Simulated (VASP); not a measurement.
# CuO in VASP: further runs

CuO is run at these levels: RPBE, BLYP; tasks: single point.

Everything below comes from runs of VASP 6.6.1. Logs are shortened: lines on timing, memory, paths and dates and some standing lists are left out, and cuts for length are marked.

## 1. The cell of the first run

The typed cell holds 4 atoms: a = 2.991 Å, b = 2.991 Å, c = 5.192 Å, α = 90.01°, β = 90.01°, γ = 89.91°.

## 2. Single point, RPBE

Contents of INCAR:

```
SYSTEM = CuO
PREC = Accurate
ENCUT = 520
EDIFF = 1E-6
ISMEAR = -1
SIGMA = 0.05
LREAL = .FALSE.
LASPH = .TRUE.
NELM = 80
ALGO = Normal
ISIF = 2
LWAVE = .FALSE.
LCHARG = .FALSE.
GGA = RP
NBANDS = 25
```

Contents of KPOINTS:

```
Automatic mesh
0
G
  10 10 5
  0 0 0
```

Contents of POSCAR:

```
CuO
1.0
    2.1101287833     -2.1132453358      0.1658303503
    2.1101287833      2.1132453358      0.1658303503
   -0.4077627031      0.0000000000      5.1758416240
Cu O
2 2
Direct
    0.5000000000      0.0000000000      0.5000000000
    0.0000000000      0.5000000000      0.0000000000
    0.4999445154      0.5000554846      0.7500000000
    0.5000554846      0.4999445154      0.2500000000
```

Potentials or basis: VASP PAW PBE potentials, release 64 (Cu, O).

Run with:

```
cat potpaw_PBE.64/Cu/POTCAR potpaw_PBE.64/O/POTCAR > POTCAR
mpirun -np 1 vasp_std > vasp.out
```

OUTCAR:

```text
SYSTEM = CuO
   PREC = Accurate
   ENCUT = 520
   EDIFF = 1E-6
   ISMEAR = -1
   LREAL = .FALSE.
   LASPH = .TRUE.
   NELM = 80
   ISIF = 2
   GGA = RP

 ion  position               nearest neighbor table
   1  0.500  0.000  0.500-   3 1.98   4 1.98   4 1.98   3 1.98
   2  0.000  0.500  0.000-   4 1.98   3 1.98   4 1.98   3 1.98
   3  0.500  0.500  0.750-   2 1.98   1 1.98   2 1.98   1 1.98
   4  0.500  0.500  0.250-   1 1.98   2 1.98   2 1.98   1 1.98

  LATTYP: Found a base centered monoclinic cell.
 ALAT       =     4.2332697468
 B/A-ratio  =     0.9983986196
 C/A-ratio  =     1.2264465181
 COS(beta)  =    -0.0001929317

  Lattice vectors:

 A1 = (   2.1101287833,  -2.1132453358,   0.1658303503)
 A2 = (   2.1101287833,   2.1132453358,   0.1658303503)
 A3 = (  -0.4077627031,   0.0000000000,   5.1758416240)

Analysis of symmetry for initial positions (statically):
=====================================================================
 Subroutine PRICEL returns:
 Original cell was already a primitive cell.

 Routine SETGRP: Setting up the symmetry group for a
 base centered monoclinic supercell.

 Subroutine GETGRP returns: Found  4 space group operations
 (whereof  2 operations were pure point group operations)
 out of a pool of  4 trial point group operations.

The static configuration has the point symmetry S_2 .
 The point group associated with its full space group is C_2h.

Analysis of symmetry for dynamics (positions and initial velocities):
=====================================================================
 Subroutine PRICEL returns:
 Original cell was already a primitive cell.

 Routine SETGRP: Setting up the symmetry group for a
 base centered monoclinic supercell.

 Subroutine GETGRP returns: Found  4 space group operations
 (whereof  2 operations were pure point group operations)
 out of a pool of  4 trial point group operations.

The dynamic configuration has the point symmetry S_2 .
 The point group associated with its full space group is C_2h.

 Subroutine INISYM returns: Found  4 space group operations
 (whereof  2 operations are pure point group operations),
 and found     1 'primitive' translations

----------------------------------------------------------------------------------------

                                     Primitive cell

  volume of cell :      46.4462

  direct lattice vectors                    reciprocal lattice vectors
     2.110128783 -2.113245336  0.165830350     0.235494347 -0.236602912  0.018552695
     2.110128783  2.113245336  0.165830350     0.235494347  0.236602912  0.018552695
    -0.407762703  0.000000000  5.175841624    -0.015090149  0.000000000  0.192016463

  length of vectors
     2.990977940  2.990977940  5.191878941     0.334339241  0.334339241  0.192608501

  position of ions in fractional coordinates (direct lattice)
     0.500000000  1.000000000  0.500000000
     1.000000000  0.500000000  0.000000000
     0.499944515  0.500055485  0.750000000
     0.500055485  0.499944515  0.250000000

  ion indices of the primitive-cell ions
   primitive index   ion index
                 1           1
                 2           2
                 3           3
                 4           4

----------------------------------------------------------------------------------------

 KPOINTS: Automatic mesh

Automatic generation of k-mesh.
 Grid dimensions read from file:
 generate k-points for:   10   10    5

 Generating k-lattice:

  Cartesian coordinates                     Fractional coordinates (reciprocal lattice)
     0.023549435 -0.023660291  0.001855270     0.100000000 -0.000000000  0.000000000
     0.023549435  0.023660291  0.001855270    -0.000000000  0.100000000  0.000000000
    -0.003018030  0.000000000  0.038403293     0.000000000  0.000000000  0.200000000

  Length of vectors
     0.033433924  0.033433924  0.038521700

  Shift w.r.t. Gamma in fractional coordinates (k-lattice)
     0.000000000  0.000000000  0.000000000

 Subroutine IBZKPT returns following result:
 ===========================================

 Found    141 irreducible k-points:

 Following reciprocal coordinates:
            Coordinates               Weight
  0.000000  0.000000  0.000000      1.000000
  0.100000 -0.000000  0.000000      4.000000
  0.200000 -0.000000  0.000000      4.000000
  0.300000 -0.000000 -0.000000      4.000000
  0.400000 -0.000000 -0.000000      4.000000
  0.500000 -0.000000 -0.000000      2.000000
[... 16 lines left out ...]
  0.300000  0.300000 -0.000000      2.000000
  0.400000  0.300000  0.000000      4.000000
 [... further k-points ...]
   k-points           NKPTS =    141   k-points in BZ     NKDIM =    141   number of bands    NBANDS=     25
   number of dos      NEDOS =    301   number of ions     NIONS =      4
   total plane-waves  NPLWV =  23040
   dimension x,y,z NGX =    24 NGY =   24 NGZ =   40
   dimension x,y,z NGXF=    48 NGYF=   48 NGZF=   80
   ions per type =               2   2
   NGX,Y,Z   is equivalent  to a cutoff of  13.34, 13.34, 12.81 a.u.
   NGXF,Y,Z  is equivalent  to a cutoff of  26.68, 26.68, 25.62 a.u.
 SYSTEM =  CuO
   PREC   = accura    normal or accurate (medium, high low for compatibility)
   ISTART =      0    job   : 0-new  1-cont  2-samecut
   ICHARG =      2    charge: 1-file 2-atom 10-const
   ISPIN  =      1    spin polarized calculation?
   LNONCOLLINEAR =      F non collinear calculations
   LSORBIT =      F    spin-orbit coupling
   LASPH  =      T    aspherical Exc in radial PAW
   ENCUT  =  520.0 eV  38.22 Ry    6.18 a.u.   5.56  5.56  9.65*2*pi/ulx,y,z
   NELM   =     80;   NELMIN=  2; NELMDL= -5     # of ELM steps
   EDIFF  = 0.1E-05   stopping-criterion for ELM
   LREAL  =      F    real-space projection
   EDIFFG = 0.1E-04   stopping-criterion for IOM
   NSW    =      0    number of steps for IOM
   IBRION =     -1    ionic relax: 0-MD 1-quasi-New 2-CG
   NFREE  =      0    steps in history (QN), initial steepest desc. (CG)
   ISIF   =      2    stress and relaxation
   ISYM   =      2    0-nonsym 1-usesym 2-fastsym
   POTIM  = 0.5000    time-step for ionic-motion
   TEBEG  =    0.0;   TEEND  =   0.0 temperature during run
   PSTRESS=    0.0 pullay stress
   NELECT =      34.0000    total number of electrons
   NUPDOWN=      -1.0000    fix difference up-down
   EMIN   =  10.00;   EMAX   =-10.00  energy-range for DOS
   EFERMI =   0.00;   METHOD = LEGACY
   ISMEAR =    -1;   SIGMA  =   0.05  broadening in eV -4-tet -1-fermi 0-gaus
   EFERMI_NEDOS =   21; number of points for ismear=-14 and -15
   IALGO  =     38    algorithm
   IMIX   =      4    mixing-type and parameters
     AMIX     =   0.40;   BMIX     =  1.00
     AMIX_MAG =   1.60;   BMIX_MAG =  1.00
  volume/ion in A,a.u.               =      11.61        78.36
  Fermi-wavevector in a.u.,A,eV,Ry     =   1.475427  2.788152 29.618308  2.176884
  Thomas-Fermi vector in A             =   2.590077
   LORBIT       =      0    0 simple, 1 ext, 2 COOP (PROOUT), +10 PAW based schemes
   GGA     = RP    functional components
   LHFCALC =     F    Hartree Fock is set to
   AEXX    =    0.0000 exact exchange contribution
   IVDW    =     0    specifies the selected vdW correction
   LEPSILON=     F    determine dielectric tensor
   LRPA    =     F    only Hartree local field effects (RPA)
 non-spin polarized calculation
  energy-cutoff  :      520.00
  volume of cell :       46.45
 maximum number of plane-waves:      1275
 NGX is ok and might be reduce to    24
   NGX = 11   NGY = 11   NGZ = 19

 number of electron      34.0000017 magnetization

 Free energy of the ion-electron system (eV)
  ---------------------------------------------------
  ext. energy  EPLUGINS =         0.00000000
  ---------------------------------------------------
  free energy    TOTEN  =       -18.05180191 eV

  energy without entropy =      -18.03093220  energy(sigma->0) =      -18.04136705

 E-fermi :   4.4922     XC(G=0): -10.8187

 val. band max:        4.4779330630   @ k =   0.3000   0.1000  -0.0000
 cond. band min:       4.4944539963   @ k =   0.1000   0.1000   0.4000
 fundamental gap:      0.0165209333
 Fermi energy:         4.4922485531

 k-point     1 :       0.0000    0.0000    0.0000
  band No.  band energies     occupation
      1     -14.9970      2.00000
      2     -13.7942      2.00000
      3      -3.1210      2.00000
      4      -0.6215      2.00000
      5      -0.6183      2.00000
      6       1.0394      2.00000
[... 17 lines left out ...]
     24      18.7587      0.00000
     25      19.1085      0.00000

 k-point     2 :       0.1000   -0.0000    0.0000
  band No.  band energies     occupation
      1     -14.9514      2.00000
      2     -13.7805      2.00000
      3      -3.0355      2.00000
      4      -0.6576      2.00000
      5      -0.5955      2.00000
      6       0.4833      2.00000
[... 17 lines left out ...]
     24      18.8997      0.00000
     25      19.1546      0.00000

 k-point     3 :       0.2000   -0.0000    0.0000
  band No.  band energies     occupation
      1     -14.8288      2.00000
      2     -13.7445      2.00000
      3      -2.8027      2.00000
      4      -0.7296      2.00000
      5      -0.5305      2.00000
      6      -0.4361      2.00000
[... 17 lines left out ...]
     24      19.0693      0.00000
     25      19.1394      0.00000

 k-point     4 :       0.3000   -0.0000   -0.0000
  band No.  band energies     occupation
      1     -14.6706      2.00000
      2     -13.6994      2.00000
      3      -2.4941      2.00000
      4      -1.3057      2.00000
      5      -0.7612      2.00000
      6      -0.4473      2.00000
[... 17 lines left out ...]
     24      18.4716      0.00000
     25      19.0887      0.00000
[... 477 lines left out ...]
 k-point    22 :      -0.2000    0.2000    0.0000
  band No.  band energies     occupation
      1     -14.6662      2.00000
      2     -13.6993      2.00000
      3      -2.4792      2.00000
      4      -0.6929      2.00000
      5      -0.5470      2.00000
      6      -0.5155      2.00000
[... 17 lines left out ...]
     24      16.3903      0.00000
     25      19.5354      0.00000

 k-point    23 :       0.3000    0.3000   -0.0000
  band No.  band energies     occupation
      1     -14.3662      2.00000
      2     -13.6216      2.00000
      3      -1.8345      2.00000
      4      -1.2034      2.00000
      5      -0.9780      2.00000
      6      -0.6464      2.00000
[... 17 lines left out ...]
     24      15.7673      0.00000
     25      18.9445      0.00000

 k-point    24 :       0.4000    0.3000    0.0000
  band No.  band energies     occupation
      1     -14.2413      2.00000
      2     -13.5914      2.00000
      3      -1.6784      2.00000
      4      -1.5128      2.00000
      5      -1.0139      2.00000
      6      -0.5659      2.00000
[... 17 lines left out ...]
     24      15.9615      0.00000
     25      18.0728      0.00000

 [... further k-points ...]

------------------------ aborting loop because EDIFF is reached ----------------------------------------

  FORCE on cell =-STRESS in cart. coord.  units (eV):
  Direction    XX          YY          ZZ          XY          YZ          ZX
  --------------------------------------------------------------------------------------
  -------------------------------------------------------------------------------------
  Total        0.1447233      0.1506804      0.2578686      0.0000000      0.0000000     -0.0085596
  in kB        4.9922751      5.1977676      8.8952604      0.0000000      0.0000000     -0.2952673
  external PRESSURE =       6.3617677 kB  Pullay stress =       0.0000000 kB

 VOLUME and BASIS-vectors are now :
 -----------------------------------------------------------------------------
  energy-cutoff  :      520.00
  volume of cell :       46.45
      direct lattice vectors                 reciprocal lattice vectors
     2.110128783 -2.113245336  0.165830350     0.235494347 -0.236602912  0.018552695
     2.110128783  2.113245336  0.165830350     0.235494347  0.236602912  0.018552695
    -0.407762703  0.000000000  5.175841624    -0.015090149  0.000000000  0.192016463

 POSITION                                       TOTAL-FORCE (eV/Angst)
 -----------------------------------------------------------------------------------
      0.85118     -1.05662      2.67084        -0.000000      0.000000      0.000000
      1.05506      1.05662      0.08292        -0.000000      0.000000      0.000000
      1.80431      0.00023      4.04771        -0.000000     -0.000140     -0.000000
      2.00819     -0.00023      1.45979         0.000000      0.000140      0.000000
 -----------------------------------------------------------------------------------
    total drift:                                0.000000     -0.000000     -0.000000

  FREE ENERGIE OF THE ION-ELECTRON SYSTEM (eV)
  ---------------------------------------------------
  free  energy   TOTEN  =       -18.0518019068 eV

  energy  without entropy=      -18.0309321997  energy(sigma->0) =      -18.04136705
```

Wall time 54 s (1 thread of Intel Xeon 6975P-C (Granite Rapids), shared host); peak memory 0.26 GiB.

Results:

```yaml
Free_energy: -18.0518 eV
Pressure: 0.6 GPa
Band_gap_on_the_k_mesh: zero (bands 17 and 18 overlap by 0.88 eV)
```

Stress tensor (GPa, compression positive):
```
 0.50  0.00 -0.03
 0.00  0.52  0.00
-0.03  0.00  0.89
```

Caveat: the PAW data sets were made with another functional, which shifts forces and pressure a little; semilocal functionals often make such compounds metallic where correlation or magnetic order opens a gap, which also shifts bond lengths.

## 3. Single point, BLYP

This run uses another cell than the first one, of 11.65 Å³/atom.

Changes to INCAR since step 2:

```diff
@@ -3,3 +3,3 @@
 ENCUT = 520
-EDIFF = 1E-6
+EDIFF = 1E-7
 ISMEAR = -1
@@ -13,3 +13,7 @@
 LCHARG = .FALSE.
-GGA = RP
+GGA = B5
+ALDAX = 1.0
+AGGAX = 1.0
+AGGAC = 1.0
+ALDAC = 0.0
 NBANDS = 25
```

Contents of KPOINTS:

```
regular mesh
0
G
  10 10 5
  0 0 0
```

Contents of POSCAR:

```
CuO
1.0
    2.1123836162     -2.1158792605      0.1660953809
    2.1123836162      2.1158792605      0.1660953809
   -0.4080087392      0.0000000000      5.1802422611
Cu O
2 2
Direct
    0.5000000000      0.0000000000      0.5000000000
    0.0000000000      0.5000000000      0.0000000000
    0.4999724955      0.5000275045      0.7500000000
    0.5000275045      0.4999724955      0.2500000000
```

Potentials or basis: VASP PAW PBE potentials, release 64 (Cu, O).

Run with:

```
cat potpaw_PBE.64/Cu/POTCAR potpaw_PBE.64/O/POTCAR > POTCAR
mpirun -np 1 vasp_std > vasp.out
```

Run time: 72 s. Hardware: 1 thread of Intel Xeon 6975P-C (Granite Rapids), shared host; peak memory 0.25 GiB.

Results (log left out):

```yaml
Free_energy: -18.3129 eV
Pressure: 0.7 GPa
Band_gap_on_the_k_mesh: zero (bands 17 and 18 overlap by 0.87 eV)
```

Stress tensor (GPa, compression positive):
```
 0.52  0.00 -0.03
 0.00  0.55  0.00
-0.03  0.00  0.90
```

Levels at points of the mesh, in eV from the Fermi level:
```
           k point  band 14  band 15  band 16  band 17  band 18  band 19  band 20  band 21
(0.00, 0.00, 0.00)    -2.20    -2.18    -1.83     0.66     0.66     1.45     6.34     7.12
(0.50, 0.00, 0.00)    -1.80    -1.53    -1.42     0.22     0.47     3.97     5.76     6.38
(0.50, 0.50, 0.00)    -2.29    -1.57    -1.19    -1.19     1.07     2.48     7.21     9.51
```

Caveat: the PAW data sets were made with another functional, which shifts forces and pressure a little; semilocal functionals often make such compounds metallic where correlation or magnetic order opens a gap, which also shifts bond lengths.

The gap in the log of VASP goes by the Fermi energy; the results here count the filled bands.